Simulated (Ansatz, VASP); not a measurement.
Two plane-wave programs on MgSnO4

INCAR

```
PREC = Accurate
ENCUT = 600
EDIFF = 1E-6
ISMEAR = 0
SIGMA = 0.1
LREAL = F
LASPH = T
NELM = 100
ALGO = Normal
ISIF = 3
LWAVE = F
LCHARG = F
GGA = PE
IBRION = 2
NSW = 100
EDIFFG = -0.01
```

KPOINTS

```
Automatic mesh
0
Gamma
  8 8 12
```

Contents of POSCAR:

```
MgSnO4
1.0
    3.3831323742     -3.4175217546      0.0000000000
    3.3831323742      3.4175217546      0.0000000000
    0.0000000000      0.0000000000      3.2165404879
Mg Sn O
1 1 4
Direct
    0.5000000000      0.5000000000      0.0000000000
    0.0000000000      0.0000000000      0.5000000000
    0.1984205835      0.8015794165      0.0000000000
    0.8015794165      0.1984205835      0.0000000000
    0.3020513831      0.3020513831      0.5000000000
    0.6979486169      0.6979486169      0.5000000000
```

Input for Ansatz:

```yaml
crystal:
  lattice:
    - [3.3831323742, -3.4175217546, 0.0]
    - [3.3831323742, 3.4175217546, 0.0]
    - [0.0, 0.0, 3.2165404879]
  atoms:
    - { symbol: Mg, position: [0.5, 0.5, 0.0] }
    - { symbol: Sn, position: [0.0, 0.0, 0.5] }
    - { symbol: O, position: [0.1984205835, 0.8015794165, 0.0] }
    - { symbol: O, position: [0.8015794165, 0.1984205835, 0.0] }
    - { symbol: O, position: [0.3020513831, 0.3020513831, 0.5] }
    - { symbol: O, position: [0.6979486169, 0.6979486169, 0.5] }
basis:
  ecutwfc: 420
kpoints:
  mp_grid: { grid: [8, 8, 12] }
hamiltonian:
  xc: pbe
scf:
  occupations: { method: gaussian, width: 0.1 }
output:
  forces: true
  stress: true
  eigenvalues: true
  write_density: true
  write_potential: true
  elf: true
  volumetric_format: npy
relax:
  adjacent_minimum: "off"
  f_tol: 0.01
  max_steps: 80
  cell: { stress_tol: 0.05 }
```

Change from the starting cell: species swapped into the TaVO4 type (Cmmm, No. 65).

Alike in both runs: task relaxation of cell and atoms; functional PBE; k mesh 8 × 8 × 12; occupations gaussian, width 0.1 eV; no spin polarisation.

|  | VASP | Ansatz |
| --- | --- | --- |
| version | VASP 6.6.1 | Ansatz 0.2.0 |
| potentials or method | VASP PAW PBE potentials, release 64 (Mg, Sn_d, O), cutoff 600 eV | scalar-relativistic, plane waves, PAW |
| valence electrons in the cell | 40 | 48 |

```tsv
	VASP	Ansatz	Ansatz less VASP
gap on the k mesh at the Fermi level, each at its own relaxed structure (eV)	none	none	-
relaxed volume (Å³/atom)	12.36	12.40	+0.032
relaxed length of the cell vector where the two differ most in proportion (Å)	4.805	4.810	+0.0050
```

A gap of «none» marks a metal or a gap that the smearing closes. VASP's potentials hold 40 valence electrons a cell and Ansatz's 48, so a difference there can come from the potentials and not from the codes.
